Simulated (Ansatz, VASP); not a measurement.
**Two plane-wave programs on Y4N**

```
Y N
1.0
     4.97828    0.00000    0.00000
     0.00000    4.97828    0.00000
     0.00000    0.00000    4.97828
Y N
4 1
Direct
  0.00000 0.00000 0.00000
  0.50000 0.50000 0.00000
  0.50000 0.00000 0.50000
  0.00000 0.50000 0.50000
  0.50000 0.50000 0.50000
```

Change from the starting cell: species swapped into the Ni4N type (Pm-3m, No. 221).

Alike in both runs: functional PBE; k mesh 8 × 8 × 8; occupations gaussian, width 0.1 eV; no spin polarisation.

Ansatz relaxed the structure, and its values are those at the end. VASP's run is a single point on that final structure, the one shown.

```csv
,VASP,Ansatz
version,VASP 6.6.1,Ansatz 0.2.0
potentials or method,"VASP PAW PBE potentials, release 64 (Y_sv, N), cutoff 520 eV","scalar-relativistic, plane waves, PAW"
valence electrons in the cell,49,49
```

Ansatz gave:

- gap on the k mesh at the Fermi level (eV): none
- pressure (GPa): 0.0

Q: Which values does VASP return?

A: gap on the k mesh at the Fermi level (eV): none; pressure (GPa): -0.1.

A gap of «none» marks a metal or a gap that the smearing closes. The functional is the same, so the differences come from potentials, cutoffs and numerics.
